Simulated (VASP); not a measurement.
# AlNi (Pm-3m) in VASP: notebook

Aim: see how the results for AlNi move with the level of theory and the settings. Levels: PBE-based screened hybrid, PBEsol, LDA. Tasks: single point.

Everything below comes from runs of VASP 6.6.1. Logs are shortened: lines on timing, memory, paths and dates and some standing lists are left out, and cuts for length are marked.

### 1 The cell of the first run

The structure is cubic, space group Pm-3m (No. 221). Conventional cell: a = 2.881 Å, b = 2.881 Å, c = 2.881 Å, α = 90.00°, β = 90.00°, γ = 90.00°. Ni (site symmetry m-3m) has 8 Al at 2.50 Å and 6 Ni at 2.88 Å within 3.3 Å. Within 3.3 Å of Al (site symmetry m-3m) lie 8 Ni at 2.50 Å and 6 Al at 2.88 Å.

### 2 Single point, PBE-based screened hybrid, collinear spin, ferromagnetic start

The input, POSCAR:

```
AlNi
1.0
    2.8810000000      0.0000000000      0.0000000000
    0.0000000000      2.8810000000      0.0000000000
    0.0000000000      0.0000000000      2.8810000000
Ni Al
1 1
Direct
    0.5000000000      0.5000000000      0.5000000000
    0.0000000000      0.0000000000      0.0000000000
```

The input, INCAR.step1:

```
PREC = Accurate
ENCUT = 520
EDIFF = 1E-5
ISMEAR = -1
SIGMA = 0.05
LREAL = False
LASPH = True
NELM = 150
ALGO = Normal
ISIF = 2
LWAVE = True
LCHARG = False
ISPIN = 2
MAGMOM = 1 0
LORBIT = 11
LMAXMIX = 4
NBANDS = 18
GGA = PE
```

The input, INCAR.step2:

```
PREC = Accurate
ENCUT = 520
EDIFF = 1E-6
ISMEAR = -1
SIGMA = 0.05
LREAL = False
LASPH = True
NELM = 150
ALGO = Normal
ISIF = 2
LWAVE = False
LCHARG = False
ISPIN = 2
MAGMOM = 1 0
LORBIT = 11
LMAXMIX = 4
GGA = PE
LHFCALC = True
AEXX = 0.25
HFSCREEN = 0.3
PRECFOCK = Normal
NBANDS = 18
ISTART = 1
```

The input, KPOINTS:

```
Automatic mesh
0
Gamma
  5 5 5
```

Potentials or basis: VASP PAW PBE potentials, release 64 (Ni, Al).

The run is started by

```bash
$ cat potpaw_PBE.64/Ni/POTCAR potpaw_PBE.64/Al/POTCAR > POTCAR
$ cp INCAR.step1 INCAR
$ mpirun -np 1 vasp_std > vasp.out
$ cp INCAR.step2 INCAR
$ mpirun -np 1 vasp_std > vasp.out
```

OUTCAR:

```text
PREC = Accurate
   ENCUT = 520
   EDIFF = 1E-6
   ISMEAR = -1
   LREAL = False
   LASPH = True
   NELM = 150
   ISIF = 2
   ISPIN = 2
   LORBIT = 11
   GGA = PE
   LHFCALC = True
   AEXX = 0.25
   HFSCREEN = 0.3
   PRECFOCK = Normal
   ISTART = 1

 ion  position               nearest neighbor table
   1  0.500  0.500  0.500-   2 2.50   2 2.50   2 2.50   2 2.50   2 2.50   2 2.50   2 2.50   2 2.50

   2  0.000  0.000  0.000-   1 2.50   1 2.50   1 2.50   1 2.50   1 2.50   1 2.50   1 2.50   1 2.50

  LATTYP: Found a simple cubic cell.
 ALAT       =     2.8810000000

  Lattice vectors:

 A1 = (   2.8810000000,   0.0000000000,   0.0000000000)
 A2 = (   0.0000000000,   2.8810000000,   0.0000000000)
 A3 = (   0.0000000000,   0.0000000000,   2.8810000000)

Analysis of symmetry for initial positions (statically):
=====================================================================
 Subroutine PRICEL returns:
 Original cell was already a primitive cell.

 Routine SETGRP: Setting up the symmetry group for a
 simple cubic supercell.

 Subroutine GETGRP returns: Found 48 space group operations
 (whereof 48 operations were pure point group operations)
 out of a pool of 48 trial point group operations.

The static configuration has the point symmetry O_h .

Analysis of symmetry for dynamics (positions and initial velocities):
=====================================================================
 Subroutine PRICEL returns:
 Original cell was already a primitive cell.

 Routine SETGRP: Setting up the symmetry group for a
 simple cubic supercell.

 Subroutine GETGRP returns: Found 48 space group operations
 (whereof 48 operations were pure point group operations)
 out of a pool of 48 trial point group operations.

The dynamic configuration has the point symmetry O_h .

Analysis of structural, dynamic, and magnetic symmetry:
=====================================================================
 Subroutine PRICEL returns:
 Original cell was already a primitive cell.

 Routine SETGRP: Setting up the symmetry group for a
 simple cubic supercell.

 Subroutine GETGRP returns: Found 48 space group operations
 (whereof 48 operations were pure point group operations)
 out of a pool of 48 trial point group operations.

The overall configuration has the point symmetry O_h .

 Subroutine INISYM returns: Found 48 space group operations
 (whereof 48 operations are pure point group operations),
 and found     1 'primitive' translations

----------------------------------------------------------------------------------------

                                     Primitive cell

  volume of cell :      23.9128

  direct lattice vectors                    reciprocal lattice vectors
     2.881000000  0.000000000  0.000000000     0.347101701  0.000000000  0.000000000
     0.000000000  2.881000000  0.000000000     0.000000000  0.347101701  0.000000000
     0.000000000  0.000000000  2.881000000     0.000000000  0.000000000  0.347101701

  length of vectors
     2.881000000  2.881000000  2.881000000     0.347101701  0.347101701  0.347101701

  position of ions in fractional coordinates (direct lattice)
     0.500000000  0.500000000  0.500000000
     0.000000000  0.000000000  0.000000000

  ion indices of the primitive-cell ions
   primitive index   ion index
                 1           1
                 2           2

----------------------------------------------------------------------------------------

 KPOINTS: Automatic mesh

Automatic generation of k-mesh.
 Grid dimensions read from file:
 generate k-points for:    5    5    5

 Generating k-lattice:

  Cartesian coordinates                     Fractional coordinates (reciprocal lattice)
     0.069420340  0.000000000  0.000000000     0.200000000  0.000000000  0.000000000
     0.000000000  0.069420340  0.000000000     0.000000000  0.200000000  0.000000000
     0.000000000  0.000000000  0.069420340     0.000000000  0.000000000  0.200000000

  Length of vectors
     0.069420340  0.069420340  0.069420340

  Shift w.r.t. Gamma in fractional coordinates (k-lattice)
     0.000000000  0.000000000  0.000000000

 Subroutine IBZKPT returns following result:
 ===========================================

 Found     10 irreducible k-points:

 Following reciprocal coordinates:
            Coordinates               Weight
  0.000000  0.000000  0.000000      1.000000
  0.200000  0.000000  0.000000      6.000000
  0.400000  0.000000  0.000000      6.000000
  0.200000  0.200000  0.000000     12.000000
  0.400000  0.200000  0.000000     24.000000
  0.400000  0.400000  0.000000     12.000000
  0.200000  0.200000  0.200000      8.000000
  0.400000  0.200000  0.200000     24.000000
  0.400000  0.400000  0.200000     24.000000
  0.400000  0.400000  0.400000      8.000000
   k-points           NKPTS =     10   k-points in BZ     NKDIM =    125   number of bands    NBANDS=     18
   number of dos      NEDOS =    301   number of ions     NIONS =      2
   total plane-waves  NPLWV =  13824
   dimension x,y,z NGX =    24 NGY =   24 NGZ =   24
   dimension x,y,z NGXF=    48 NGYF=   48 NGZF=   48
   ions per type =               1   1
   NGX,Y,Z   is equivalent  to a cutoff of  13.85, 13.85, 13.85 a.u.
   NGXF,Y,Z  is equivalent  to a cutoff of  27.70, 27.70, 27.70 a.u.
 SYSTEM =  unknown system
   PREC   = accura    normal or accurate (medium, high low for compatibility)
   ISTART =      1    job   : 0-new  1-cont  2-samecut
   ICHARG =      0    charge: 1-file 2-atom 10-const
   ISPIN  =      2    spin polarized calculation?
   LNONCOLLINEAR =      F non collinear calculations
   LSORBIT =      F    spin-orbit coupling
   LASPH  =      T    aspherical Exc in radial PAW
   ENCUT  =  520.0 eV  38.22 Ry    6.18 a.u.   5.36  5.36  5.36*2*pi/ulx,y,z
   NELM   =    150;   NELMIN=  2; NELMDL=  0     # of ELM steps
   EDIFF  = 0.1E-05   stopping-criterion for ELM
   LREAL  =      F    real-space projection
   EDIFFG = 0.1E-04   stopping-criterion for IOM
   NSW    =      0    number of steps for IOM
   IBRION =     -1    ionic relax: 0-MD 1-quasi-New 2-CG
   NFREE  =      0    steps in history (QN), initial steepest desc. (CG)
   ISIF   =      2    stress and relaxation
   ISYM   =      3    0-nonsym 1-usesym 2-fastsym
   POTIM  = 0.5000    time-step for ionic-motion
   TEBEG  =    0.0;   TEEND  =   0.0 temperature during run
   PSTRESS=    0.0 pullay stress
   NELECT =      13.0000    total number of electrons
   NUPDOWN=      -1.0000    fix difference up-down
   EMIN   =  10.00;   EMAX   =-10.00  energy-range for DOS
   EFERMI =   0.00;   METHOD = LEGACY
   ISMEAR =    -1;   SIGMA  =   0.05  broadening in eV -4-tet -1-fermi 0-gaus
   EFERMI_NEDOS =   21; number of points for ismear=-14 and -15
   IALGO  =     38    algorithm
   IMIX   =      1    mixing-type and parameters
     AMIX     =   0.40;   BMIX     =  1.00
     AMIX_MAG =   1.60;   BMIX_MAG =  1.00
  volume/ion in A,a.u.               =      11.96        80.69
  Fermi-wavevector in a.u.,A,eV,Ry     =   1.336122  2.524904 24.289410  1.785221
  Thomas-Fermi vector in A             =   2.464773
   LORBIT       =     11    0 simple, 1 ext, 2 COOP (PROOUT), +10 PAW based schemes
   GGA     = PE    functional components
   LHFCALC =     T    Hartree Fock is set to
   PRECFOCK=normal    Normal, Fast or Accurate (Low or Medium for compatibility)
   ENCUT4O =  -1.0   cutoff for four orbital integrals eV
   NKREDX  =     1    reduce k-point grid by
   NKREDY  =     1    reduce k-point grid by
   NKREDZ  =     1    reduce k-point grid by
   AEXX    =    0.2500 exact exchange contribution
   HFSCREEN=    0.3000 screening length (either q_TF or 0.3 A-1)
   HFSCREENC=   0.3000 screening length for correlation (either q_TF or 0.3 A-1)
   ENCUTFOCK=  -1.0 apply spherical cutoff to Coloumb kernel
   IVDW    =     0    specifies the selected vdW correction
   LEPSILON=     F    determine dielectric tensor
   LRPA    =     F    only Hartree local field effects (RPA)
 spin polarized calculation
  energy-cutoff  :      520.00
  volume of cell :       23.91
 maximum number of plane-waves:       657
 NGX is ok and might be reduce to    24
  NGX = 18; NGY = 18; NGZ = 18

 number of electron      13.0000015 magnetization       0.4400822

 Free energy of the ion-electron system (eV)
  ---------------------------------------------------
  ext. energy  EPLUGINS =         0.00000000
  ---------------------------------------------------
  free energy    TOTEN  =       -11.58325096 eV

  energy without entropy =      -11.57538791  energy(sigma->0) =      -11.57931943

 E-fermi :   9.7570     XC(G=0):  -9.9843

 val. band max:        9.7132839392   @ k =   0.4000   0.2000   0.0000
 cond. band min:       9.9555269015   @ k =   0.4000   0.2000   0.2000
 fundamental gap:      0.2422429623
 Fermi energy:         9.7569526622

 spin component 1

 k-point     1 :       0.0000    0.0000    0.0000
  band No.  band energies     occupation
      1      -2.4971      1.00000
      2       5.1025      1.00000
      3       5.1026      1.00000
      4       7.1121      1.00000
      5       7.1121      1.00000
      6       7.1121      1.00000
[... 186 lines left out ...]
      4       7.0243      1.00000
      5       7.0243      1.00000
      6       8.9675      1.00000
[... 10 lines left out ...]
     17      40.2430      0.00000
     18      40.6589      0.00000
 Fermi energy:         9.7569526622

 spin component 2

 k-point     1 :       0.0000    0.0000    0.0000
  band No.  band energies     occupation
      1      -2.4086      1.00000
      2       6.1799      1.00000
      3       6.1799      1.00000
      4       7.5428      1.00000
      5       7.5428      1.00000
      6       7.5428      1.00000
[... 187 lines left out ...]
      5       8.4511      1.00000
      6       9.1655      0.99999
[... 10 lines left out ...]
     17      40.2674      0.00000
     18      40.7221      0.00000

------------------------ aborting loop because EDIFF is reached ----------------------------------------

  FORCE on cell =-STRESS in cart. coord.  units (eV):
  Direction    XX          YY          ZZ          XY          YZ          ZX
  --------------------------------------------------------------------------------------
  -------------------------------------------------------------------------------------
  Total       -0.2353239     -0.2353239     -0.2353239      0.0000000      0.0000000     -0.0000000
  in kB      -15.7669160    -15.7669160    -15.7669160      0.0000000      0.0000000     -0.0000000
  external PRESSURE =     -15.7669160 kB  Pullay stress =       0.0000000 kB

 VOLUME and BASIS-vectors are now :
 -----------------------------------------------------------------------------
  energy-cutoff  :      520.00
  volume of cell :       23.91
      direct lattice vectors                 reciprocal lattice vectors
     2.881000000  0.000000000  0.000000000     0.347101701  0.000000000  0.000000000
     0.000000000  2.881000000  0.000000000     0.000000000  0.347101701  0.000000000
     0.000000000  0.000000000  2.881000000     0.000000000  0.000000000  0.347101701

 POSITION                                       TOTAL-FORCE (eV/Angst)
 -----------------------------------------------------------------------------------
      1.44050      1.44050      1.44050         0.000000      0.000000      0.000000
      0.00000      0.00000      0.00000         0.000000      0.000000      0.000000
 -----------------------------------------------------------------------------------
    total drift:                                0.000008      0.000001     -0.000024

  FREE ENERGIE OF THE ION-ELECTRON SYSTEM (eV)
  ---------------------------------------------------
  free  energy   TOTEN  =       -11.5832509557 eV

  energy  without entropy=      -11.5753879107  energy(sigma->0) =      -11.57931943

 total charge

# of ion       s       p       d       tot
------------------------------------------
    1        0.459   0.524   8.556   9.539
    2        0.436   0.426   0.000   0.862
--------------------------------------------------
tot          0.895   0.950   8.556  10.400

 magnetization (x)

# of ion       s       p       d       tot
------------------------------------------
    1        0.007   0.020   0.371   0.399
    2        0.002   0.019   0.000   0.021
--------------------------------------------------
tot          0.010   0.039   0.371   0.420
```

Run time: 16 min. Hardware: 1 thread of Intel Xeon Platinum 8488C (Sapphire Rapids), shared host; peak memory 0.25 GiB.

What came out:

```yaml
Free_energy: -11.5833 eV
Pressure: -1.6 GPa
Net_moment: 0.44 μB per cell
Site_moments: Ni +0.40; Al +0.02 μB
Valence_electrons_inside_the_program's_atomic_spheres: Ni 9.54; Al 0.86
```

Caveat: the k points lie up to 0.44 Å⁻¹ apart; the PAW data sets were made with another functional, which shifts forces and pressure a little.

### 3 Single point, PBEsol, collinear spin, ferromagnetic start

The input, INCAR:

```
SYSTEM = AlNi
PREC     = Accurate       ! precision mode
ENCUT    = 520            ! plane-wave cutoff, eV
EDIFF    = 1E-6           ! SCF threshold, eV
ISMEAR   = -1             ! smearing method
SIGMA    = 0.05           ! smearing width, eV
LREAL    = .FALSE.        ! projectors in reciprocal space
LASPH    = .TRUE.         ! aspherical terms in the spheres
NELM     = 150            ! most SCF steps
ALGO     = Normal         ! electronic algorithm
ISIF     = 2              ! what is computed and relaxed
LWAVE    = .FALSE.        ! write WAVECAR
LCHARG   = .FALSE.        ! write CHGCAR
ISPIN    = 2              ! spin polarisation
MAGMOM   = 1.2 0          ! initial moments
LORBIT   = 11             ! projections on sites
NUPDOWN  = 1.2            ! fixed moment
LMAXMIX  = 4              ! l up to which the mixer works
GGA      = PS             ! functional
NBANDS   = 18             ! bands
```

The input, KPOINTS:

```
Automatic mesh
0
G
  8 8 8
  0 0 0
```

POSCAR is that of step 2.

Potentials or basis: VASP PAW PBE potentials, release 64 (Ni, Al).

The run is started by

```bash
$ cat potpaw_PBE.64/Ni/POTCAR potpaw_PBE.64/Al/POTCAR > POTCAR
$ mpirun -np 1 vasp_std > vasp.out
```

Run time: 32 s. Hardware: 1 thread of Intel Xeon 6975P-C, shared host; peak memory 0.16 GiB.

The run converged. Its results:

```yaml
Free_energy: -10.8073 eV
Pressure: 2.8 GPa
Net_moment: 1.20 μB per cell
Site_moments: Ni +0.88; Al +0.07 μB
Valence_electrons_inside_the_program's_atomic_spheres: Ni 9.43; Al 0.80
```

Caveat: the PAW data sets were made with another functional, which shifts forces and pressure a little; the total moment is fixed, so each spin has its own Fermi level.

### 4 Single point, PBEsol, collinear spin, ferromagnetic start

The input, INCAR:

```
SYSTEM = AlNi
PREC = Accurate ; ENCUT = 520
EDIFF = 1E-6 ; ISMEAR = -1
SIGMA = 0.05 ; LREAL = .FALSE.
LASPH = .TRUE. ; NELM = 150
ALGO = Normal ; ISIF = 2
LWAVE = .FALSE. ; LCHARG = .FALSE.
ISPIN = 2 ; MAGMOM = 1.5 0
LORBIT = 11 ; NUPDOWN = 1.5
LMAXMIX = 4 ; GGA = PS
NBANDS = 18
```

The input, KPOINTS:

```
regular mesh
0
G
  8 8 8
  0 0 0
```

POSCAR is that of step 3.

The run is started by

```bash
$ cat potpaw_PBE.64/Ni/POTCAR potpaw_PBE.64/Al/POTCAR > POTCAR
$ mpirun -np 1 vasp_std > vasp.out
```

Run time: 38 s. Hardware: 1 thread of Intel Xeon 6975P-C, shared host; peak memory 0.16 GiB.

Results (log left out):

```yaml
Free_energy: -10.3137 eV
Pressure: 7.3 GPa
Net_moment: 1.50 μB per cell
Site_moments: Ni +1.08; Al +0.10 μB
Valence_electrons_inside_the_program's_atomic_spheres: Ni 9.41; Al 0.81
```

Caveat: the PAW data sets were made with another functional, which shifts forces and pressure a little; the total moment is fixed, so each spin has its own Fermi level.

### 5 Single point, PBEsol, collinear spin, ferromagnetic start

The input, INCAR:

```
ALGO = Normal
EDIFF = 1E-6
ENCUT = 520
GGA = PS
ISIF = 2
ISMEAR = -1
ISPIN = 2
LASPH = True
LCHARG = True
LELF = True
LMAXMIX = 4
LORBIT = 11
LREAL = False
LVHAR = True
LWAVE = False
MAGMOM = 2 0
NBANDS = 18
NELM = 150
NUPDOWN = 2.0
PREC = Accurate
SIGMA = 0.05
```

The input, KPOINTS:

```
k-points
0
Gamma
  8 8 8
```

POSCAR is that of step 4.

The run is started by

```bash
$ cat potpaw_PBE.64/Ni/POTCAR potpaw_PBE.64/Al/POTCAR > POTCAR
$ mpirun -np 1 vasp_std > vasp.out
```

It took 41 s on 1 thread of Intel Xeon 6975P-C, shared host; peak memory 0.16 GiB.

It converged, with:

| Quantity | Value |
| --- | --- |
| Free energy | -9.2850 eV |
| Pressure | 15.9 GPa |
| Net moment | 2.00 μB per cell |
| Site moments | Ni +1.38; Al +0.14 μB |
| Valence electrons inside the program's atomic spheres | Ni 9.38; Al 0.82 |

Caveat: the PAW data sets were made with another functional, which shifts forces and pressure a little; the total moment is fixed, so each spin has its own Fermi level.

### 6 Single point, LDA, collinear spin, ferromagnetic start

The input, INCAR:

```
SYSTEM = AlNi
  PREC = Accurate
  ENCUT = 520
  EDIFF = 1E-7
  ISMEAR = -1
  SIGMA = 0.05
  LREAL = .False.
  LASPH = .True.
  NELM = 150
  ALGO = Fast
  ISIF = 2
  LWAVE = .False.
  LCHARG = .False.
  ISPIN = 2
  MAGMOM = 1 0
  LORBIT = 11
  LMAXMIX = 4
  NBANDS = 18
```

The input, KPOINTS:

```
regular mesh
0
Gamma
  9 9 9
  0 0 0
```

POSCAR is that of step 5.

Potentials or basis: VASP PAW LDA potentials, release 64 (Ni, Al).

The run is started by

```bash
$ cat potpaw_LDA.64/Ni/POTCAR potpaw_LDA.64/Al/POTCAR > POTCAR
$ mpirun -np 1 vasp_std > vasp.out
```

Run time: 39 s. Hardware: 1 thread of Intel Xeon 6975P-C, shared host; peak memory 0.15 GiB.

The run converged. Its results:

* Free energy: -12.1643 eV
* Pressure: -8.3 GPa
* Net moment: 0.00 μB per cell
* Valence electrons inside the program's atomic spheres: Ni 9.49; Al 0.81

Levels at points of the mesh, in eV from the Fermi level:
Spin up:
| k point | band 3 | band 4 | band 5 | band 6 | band 7 | band 8 | band 9 | band 10 |
| --- | --- | --- | --- | --- | --- | --- | --- | --- |
| (0.00, 0.00, 0.00) | -3.25 | -1.57 | -1.57 | -1.57 | 5.47 | 5.47 | 5.47 | 8.22 |
Spin down:
```csv
k point,band 3,band 4,band 5,band 6,band 7,band 8,band 9,band 10
"(0.00, 0.00, 0.00)",-3.25,-1.57,-1.57,-1.57,5.47,5.47,5.47,8.22
```

### 7 Overview

```tsv
level	potentials or basis	fixed moment (μB)	k mesh	grid for exact exchange (PRECFOCK)	share of exact exchange	screening parameter	gap on the mesh (eV)	pressure (GPa)	moment (μB)
PBE-based screened hybrid	VASP PAW PBE potentials, release 64 (Ni, Al)	-	5 × 5 × 5	Normal	0.25	0.3 1/Å	none	-1.6	0.44
PBEsol	VASP PAW PBE potentials, release 64 (Ni, Al)	1.2	8 × 8 × 8	-	-	-	-	2.8	1.20
PBEsol	VASP PAW PBE potentials, release 64 (Ni, Al)	1.5	8 × 8 × 8	-	-	-	-	7.3	1.50
PBEsol	VASP PAW PBE potentials, release 64 (Ni, Al)	2.0	8 × 8 × 8	-	-	-	-	15.9	2.00
LDA	VASP PAW LDA potentials, release 64 (Ni, Al)	-	9 × 9 × 9	-	-	-	none	-8.3	0.00
```

Alike in all rows: task single point; spin collinear, ferromagnetic start; cell as given; cutoff (eV) 520; smearing fermi-dirac 0.05 eV.

Caveats: some runs use coarse meshes; the PAW data sets were made with another functional, which shifts forces and pressure a little (some runs); the total moment is fixed, so each spin has its own Fermi level (some runs).

Absolute energies hang on the potentials; compare differences alone.
